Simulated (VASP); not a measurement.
# Li (I4/mmm) in VASP: single point with LDA

Aim: the single point of Li with LDA.

All numbers are computed with VASP 6.6.1; they aren't measurements. Logs are shortened: lines on timing, memory, paths and dates and some standing lists are left out, and cuts for length are marked.

### Step 1. The cell of the first run

It takes space group I4/mmm (No. 139, tetragonal). Conventional cell: a = 3.500 Å, b = 3.500 Å, c = 3.710 Å, α = 90.00°, β = 90.00°, γ = 90.00°. Li (site symmetry 4/mmm) has 14 Li at 3.09 to 3.71 Å within 4.1 Å.

### Step 2. Single point, LDA (strain +0.0600 x Voigt [1, 0, 0, 0, 0, 0])

Input file INCAR:

```
SYSTEM = Li
PREC = Accurate
ENCUT = 520
EDIFF = 1E-6
ISMEAR = 0
SIGMA = 0.15
LREAL = .False.
LASPH = .True.
NELM = 80
ALGO = Normal
ISIF = 2
LWAVE = .False.
LCHARG = .True.
GGA = CA
LELF = .True.
LVHAR = .True.
NBANDS = 8
```

Input file KPOINTS:

```
Automatic mesh
0
Gamma
  20 20 20
  0 0 0
```

Input file POSCAR:

```
Li
1.0
   -1.8550000000      1.7500000000      1.7500000000
    1.8550000000     -1.7500000000      1.7500000000
    1.8550000000      1.7500000000     -1.7500000000
Li
1
Direct
    0.0000000000      0.0000000000      0.0000000000
```

Potentials or basis: VASP PAW LDA potentials, release 64 (Li_sv).

Launch:

```console
> cat potpaw_LDA.64/Li_sv/POTCAR > POTCAR
> mpirun -np 1 vasp_std > vasp.out
```

OUTCAR:

```text
SYSTEM = Li
   PREC = Accurate
   ENCUT = 520
   EDIFF = 1E-6
   ISMEAR = 0
   LREAL = .False.
   LASPH = .True.
   NELM = 80
   ISIF = 2
   GGA = CA

 ion  position               nearest neighbor table
   1  0.000  0.000  0.000-

  LATTYP: Found a body centered tetragonal cell.
 ALAT       =     3.5000000000
 C/A-ratio  =     1.0600000000

  Lattice vectors:

 A1 = (  -1.8550000000,   1.7500000000,  -1.7500000000)
 A2 = (  -1.8550000000,  -1.7500000000,   1.7500000000)
 A3 = (   1.8550000000,   1.7500000000,   1.7500000000)

Analysis of symmetry for initial positions (statically):
=====================================================================
 Subroutine PRICEL returns:
 Original cell was already a primitive cell.

 Routine SETGRP: Setting up the symmetry group for a
 body centered tetragonal supercell.

 Subroutine GETGRP returns: Found 16 space group operations
 (whereof 16 operations were pure point group operations)
 out of a pool of 16 trial point group operations.

The static configuration has the point symmetry D_4h.

Analysis of symmetry for dynamics (positions and initial velocities):
=====================================================================
 Subroutine PRICEL returns:
 Original cell was already a primitive cell.

 Routine SETGRP: Setting up the symmetry group for a
 body centered tetragonal supercell.

 Subroutine GETGRP returns: Found 16 space group operations
 (whereof 16 operations were pure point group operations)
 out of a pool of 16 trial point group operations.

The dynamic configuration has the point symmetry D_4h.

 Subroutine INISYM returns: Found 16 space group operations
 (whereof 16 operations are pure point group operations),
 and found     1 'primitive' translations

----------------------------------------------------------------------------------------

                                     Primitive cell

  volume of cell :      22.7237

  direct lattice vectors                    reciprocal lattice vectors
    -1.855000000  1.750000000  1.750000000     0.000000000  0.285714286  0.285714286
     1.855000000 -1.750000000  1.750000000     0.269541779  0.000000000  0.285714286
     1.855000000  1.750000000 -1.750000000     0.269541779  0.285714286  0.000000000

  length of vectors
     3.092899125  3.092899125  3.092899125     0.404061018  0.392791832  0.392791832

  position of ions in fractional coordinates (direct lattice)
     0.000000000  0.000000000  0.000000000

  ion indices of the primitive-cell ions
   primitive index   ion index
                 1           1

----------------------------------------------------------------------------------------

 KPOINTS: Automatic mesh

Automatic generation of k-mesh.
 Grid dimensions read from file:
 generate k-points for:   20   20   20

 Generating k-lattice:

  Cartesian coordinates                     Fractional coordinates (reciprocal lattice)
     0.000000000  0.014285714  0.014285714     0.050000000  0.000000000  0.000000000
     0.013477089  0.000000000  0.014285714     0.000000000  0.050000000  0.000000000
     0.013477089  0.014285714  0.000000000     0.000000000  0.000000000  0.050000000

  Length of vectors
     0.020203051  0.019639592  0.019639592

  Shift w.r.t. Gamma in fractional coordinates (k-lattice)
     0.000000000  0.000000000  0.000000000

 Subroutine IBZKPT returns following result:
 ===========================================

 Found    641 irreducible k-points:

 Following reciprocal coordinates:
            Coordinates               Weight
  0.000000  0.000000  0.000000      1.000000
  0.050000  0.000000  0.000000      4.000000
  0.100000  0.000000  0.000000      4.000000
  0.150000  0.000000  0.000000      4.000000
  0.200000  0.000000  0.000000      4.000000
  0.250000  0.000000  0.000000      4.000000
[... 16 lines left out ...]
  0.050000  0.100000  0.000000     16.000000
  0.100000  0.100000  0.000000     16.000000
 [... further k-points ...]
   k-points           NKPTS =    641   k-points in BZ     NKDIM =    641   number of bands    NBANDS=      8
   number of dos      NEDOS =    301   number of ions     NIONS =      1
   total plane-waves  NPLWV =  13824
   dimension x,y,z NGX =    24 NGY =   24 NGZ =   24
   dimension x,y,z NGXF=    48 NGYF=   48 NGZF=   48
   ions per type =               1
   NGX,Y,Z   is equivalent  to a cutoff of  12.90, 12.90, 12.90 a.u.
   NGXF,Y,Z  is equivalent  to a cutoff of  25.80, 25.80, 25.80 a.u.
 SYSTEM =  Li
   PREC   = accura    normal or accurate (medium, high low for compatibility)
   ISTART =      0    job   : 0-new  1-cont  2-samecut
   ICHARG =      2    charge: 1-file 2-atom 10-const
   ISPIN  =      1    spin polarized calculation?
   LNONCOLLINEAR =      F non collinear calculations
   LSORBIT =      F    spin-orbit coupling
   LASPH  =      T    aspherical Exc in radial PAW
   ENCUT  =  520.0 eV  38.22 Ry    6.18 a.u.   5.75  5.75  5.75*2*pi/ulx,y,z
   NELM   =     80;   NELMIN=  2; NELMDL= -5     # of ELM steps
   EDIFF  = 0.1E-05   stopping-criterion for ELM
   LREAL  =      F    real-space projection
   EDIFFG = 0.1E-04   stopping-criterion for IOM
   NSW    =      0    number of steps for IOM
   IBRION =     -1    ionic relax: 0-MD 1-quasi-New 2-CG
   NFREE  =      0    steps in history (QN), initial steepest desc. (CG)
   ISIF   =      2    stress and relaxation
   ISYM   =      2    0-nonsym 1-usesym 2-fastsym
   POTIM  = 0.5000    time-step for ionic-motion
   TEBEG  =    0.0;   TEEND  =   0.0 temperature during run
   PSTRESS=    0.0 pullay stress
   NELECT =       3.0000    total number of electrons
   NUPDOWN=      -1.0000    fix difference up-down
   EMIN   =  10.00;   EMAX   =-10.00  energy-range for DOS
   EFERMI =   0.00;   METHOD = LEGACY
   ISMEAR =     0;   SIGMA  =   0.15  broadening in eV -4-tet -1-fermi 0-gaus
   EFERMI_NEDOS =   21; number of points for ismear=-14 and -15
   IALGO  =     38    algorithm
   IMIX   =      4    mixing-type and parameters
     AMIX     =   0.40;   BMIX     =  1.00
     AMIX_MAG =   1.60;   BMIX_MAG =  1.00
  volume/ion in A,a.u.               =      22.72       153.35
  Fermi-wavevector in a.u.,A,eV,Ry     =   0.833595  1.575267  9.454431  0.694881
  Thomas-Fermi vector in A             =   1.946846
   LORBIT       =      0    0 simple, 1 ext, 2 COOP (PROOUT), +10 PAW based schemes
   GGA     = CA    functional components
   LHFCALC =     F    Hartree Fock is set to
   AEXX    =    0.0000 exact exchange contribution
   IVDW    =     0    specifies the selected vdW correction
   LEPSILON=     F    determine dielectric tensor
   LRPA    =     F    only Hartree local field effects (RPA)
 non-spin polarized calculation
 Gauss-broadening in eV      SIGMA  =   0.15
  energy-cutoff  :      520.00
  volume of cell :       22.72
 maximum number of plane-waves:       635
   NGX = 11   NGY = 11   NGZ = 11

 number of electron       3.0000002 magnetization

 Free energy of the ion-electron system (eV)
  ---------------------------------------------------
  ext. energy  EPLUGINS =         0.00000000
  ---------------------------------------------------
  free energy    TOTEN  =        -2.02163526 eV

  energy without entropy =       -2.01630107  energy(sigma->0) =       -2.01896817

 E-fermi :   0.3110     XC(G=0):  -6.8621

 val. band max:        0.3094586991   @ k =   0.4500  -0.3500   0.1000
 cond. band min:       0.3247720759   @ k =   0.2000   0.3000   0.0000
 fundamental gap:      0.0153133768
 Fermi energy:         0.3109923324

 k-point     1 :       0.0000    0.0000    0.0000
  band No.  band energies     occupation
      1     -45.5378      2.00000
      2      -3.0546      2.00000
      3      13.3530      0.00000
      4      13.5515      0.00000
      5      13.5515      0.00000
      6      17.9012      0.00000
      7      17.9012      0.00000
      8      18.7404      0.00000

 k-point     2 :       0.0500    0.0000    0.0000
  band No.  band energies     occupation
      1     -45.5374      2.00000
      2      -3.0081      2.00000
      3      13.1102      0.00000
      4      13.3795      0.00000
      5      13.4328      0.00000
      6      17.2144      0.00000
      7      17.8675      0.00000
      8      18.2625      0.00000

 k-point     3 :       0.1000    0.0000    0.0000
  band No.  band energies     occupation
      1     -45.5364      2.00000
      2      -2.8688      2.00000
      3      12.5429      0.00000
      4      12.7754      0.00000
      5      13.1108      0.00000
      6      16.2441      0.00000
      7      16.5101      0.00000
      8      18.4594      0.00000

 k-point     4 :       0.1500    0.0000    0.0000
  band No.  band energies     occupation
      1     -45.5349      2.00000
      2      -2.6364      2.00000
      3      11.6605      0.00000
      4      11.8769      0.00000
      5      12.6650      0.00000
      6      15.3494      0.00000
      7      15.7506      0.00000
      8      18.5294      0.00000

 k-point     5 :       0.2000    0.0000    0.0000
  band No.  band energies     occupation
      1     -45.5329      2.00000
      2      -2.3110      2.00000
      3      10.2389      0.00000
      4      11.2288      0.00000
      5      12.1769      0.00000
      6      14.5645      0.00000
      7      15.4329      0.00000
      8      18.7913      0.00000
[... 177 lines left out ...]
 k-point    22 :       0.0000    0.1000   -0.0000
  band No.  band energies     occupation
      1     -45.5365      2.00000
      2      -2.8789      2.00000
      3      12.2172      0.00000
      4      12.8767      0.00000
      5      13.2463      0.00000
      6      16.6228      0.00000
      7      17.0530      0.00000
      8      18.3628      0.00000

 k-point    23 :       0.0500    0.1000    0.0000
  band No.  band energies     occupation
      1     -45.5355      2.00000
      2      -2.7396      2.00000
      3      11.5517      0.00000
      4      12.4888      0.00000
      5      12.9035      0.00000
      6      16.2782      0.00000
      7      16.4468      0.00000
      8      18.1122      0.00000

 k-point    24 :       0.1000    0.1000    0.0000
  band No.  band energies     occupation
      1     -45.5340      2.00000
      2      -2.5072      2.00000
      3      10.8578      0.00000
      4      11.6331      0.00000
      5      12.2416      0.00000
      6      15.7009      0.00000
      7      16.1703      0.00000
      8      18.2249      0.00000

 [... further k-points ...]

------------------------ aborting loop because EDIFF is reached ----------------------------------------

  FORCE on cell =-STRESS in cart. coord.  units (eV):
  Direction    XX          YY          ZZ          XY          YZ          ZX
  --------------------------------------------------------------------------------------
  -------------------------------------------------------------------------------------
  Total       -0.2941795     -0.2949127     -0.2949127      0.0000000      0.0000000      0.0000000
  in kB      -20.7416329    -20.7933315    -20.7933315      0.0000000      0.0000000      0.0000000
  external PRESSURE =     -20.7760986 kB  Pullay stress =       0.0000000 kB

 VOLUME and BASIS-vectors are now :
 -----------------------------------------------------------------------------
  energy-cutoff  :      520.00
  volume of cell :       22.72
      direct lattice vectors                 reciprocal lattice vectors
    -1.855000000  1.750000000  1.750000000     0.000000000  0.285714286  0.285714286
     1.855000000 -1.750000000  1.750000000     0.269541779  0.000000000  0.285714286
     1.855000000  1.750000000 -1.750000000     0.269541779  0.285714286  0.000000000

 POSITION                                       TOTAL-FORCE (eV/Angst)
 -----------------------------------------------------------------------------------
      0.00000      0.00000      0.00000        -0.000000      0.000000      0.000000
 -----------------------------------------------------------------------------------
    total drift:                                0.000000      0.000000     -0.000000

  FREE ENERGIE OF THE ION-ELECTRON SYSTEM (eV)
  ---------------------------------------------------
  free  energy   TOTEN  =        -2.0216352644 eV

  energy  without entropy=       -2.0163010707  energy(sigma->0) =       -2.01896817
```

Wall time 66 s (1 thread of Intel Xeon Platinum 8259CL at 2.50GHz (Skylake/Cascade Lake), shared host); peak memory 0.19 GiB.

Results:

- Free energy: -2.0216 eV
- Band gap on the k mesh: zero (an odd number of electrons rules out a gap without spin polarisation)

Levels at points of the mesh, in eV from the Fermi level:
| k point | band 1 | band 2 | band 3 | band 4 | band 5 | band 6 | band 7 |
| --- | --- | --- | --- | --- | --- | --- | --- |
| (0.00, 0.00, 0.00) | -45.85 | -3.37 | 13.04 | 13.24 | 13.24 | 17.59 | 17.59 |
| (0.50, 0.00, 0.00) | -45.83 | 0.41 | 3.15 | 8.96 | 10.19 | 12.06 | 15.31 |
| (0.00, 0.50, 0.00) | -45.84 | 0.17 | 2.81 | 9.65 | 11.16 | 13.09 | 15.87 |
| (0.50, 0.50, 0.50) | -45.83 | 4.28 | 5.43 | 5.43 | 6.91 | 7.73 | 12.13 |

Caveat: the cell differs from its parent crystal (strain +0.0600 x Voigt [1, 0, 0, 0, 0, 0]); the cutoff is under 1.25 times the usual one of these potentials, so pressure, stress and relaxed cells hold a basis-set (Pulay) error.
